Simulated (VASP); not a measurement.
Input of a VASP 6.6.1 run:

INCAR

```
SYSTEM = Mo
  PREC = Accurate
  ENCUT = 520
  EDIFF = 1E-6
  ISMEAR = -1
  SIGMA = 0.08
  LREAL = .FALSE.
  LASPH = .TRUE.
  NELM = 60
  ALGO = Normal
  ISIF = 2
  LWAVE = .FALSE.
  LCHARG = .FALSE.
  LDIPOL = .TRUE.
  IDIPOL = 3
  DIPOL = 0.5 0.5 0.500
  GGA = PE
  NBANDS = 36
```

The input KPOINTS:

```
regular mesh
0
G
  12 12 1
  0 0 0
```

File POSCAR:

```
Mo
1.0
    3.1607300689      0.0000000000      0.0000000000
    0.0000000000      3.1607300689      0.0000000000
    0.0000000000      0.0000000000     20.7411000000
Mo
4
Direct
    0.2500000000      0.2500000000      0.3936508042
    0.7500000000      0.7500000000      0.4584867910
    0.2500000000      0.2500000000      0.5415132095
    0.7500000000      0.7500000000      0.6063491948
```

Potentials or basis: VASP PAW PBE potentials, release 64 (Mo_sv).

Launch:

```console
$ cat potpaw_PBE.64/Mo_sv/POTCAR > POTCAR
$ mpirun -np 1 vasp_std > vasp.out
```

Task: What does it give for the largest force?

Result: 0.041 eV/Å.

Task: Predict the band gap on the k mesh.

Result: Zero (band 28 reaches 2.59 eV, above the bottom of band 29 at 0.88 eV).

Forces on the atoms (eV/Å):
```
Mo   0.000  0.000 -0.041
Mo   0.000  0.000  0.015
Mo   0.000  0.000 -0.015
Mo   0.000  0.000  0.041
```
